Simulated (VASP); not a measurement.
MnS, 4 atoms in the cell. Symmetry: P6_3mc, No. 186, hexagonal system. The conventional cell has a = 3.996 Å, b = 3.996 Å, c = 6.446 Å, α = 90.00°, β = 90.00°, γ = 120.00°. Within 3.2 Å of Mn (site symmetry 3m) lie 4 S at 2.42 to 2.44 Å. S (site symmetry 3m) has 4 Mn at 2.42 to 2.44 Å within 3.2 Å. 

- Program: VASP 6.6.1
- Task: single point
- Functional: PBE
- Potentials or basis: VASP PAW PBE potentials, release 64 (Mn_pv, S)
- Cutoff: 520 eV
- k mesh: 7 × 7 × 4
- Occupations: fermi-dirac, width 0.05 eV
- Spin: collinear spin, antiferromagnetic start
- Starting moments: [4.5, -4.5, 0.0, 0.0] μB
- Hubbard terms: Mn d U = 3.9 eV
- Dipole correction: no
- Further INCAR settings: ALGO = Normal; EDIFF = 1e-06; NBANDS = 31

Potentials or basis: VASP PAW PBE potentials, release 64 (Mn_pv, S).

Launch:

```bash
$ cat potpaw_PBE.64/Mn_pv/POTCAR potpaw_PBE.64/S/POTCAR > POTCAR
$ mpirun -np 1 vasp_std > vasp.out
```

Hardware: 1 thread of AMD EPYC 7R13 Processor (Zen 3), on a shared host.

**Question.** Estimate the wall time of this run.

**Answer.** It took 87 s on 1 thread of AMD EPYC 7R13 Processor (Zen 3), with other jobs on the host, peak memory 0.25 GiB. Counts: scf iterations 17, k points 24.
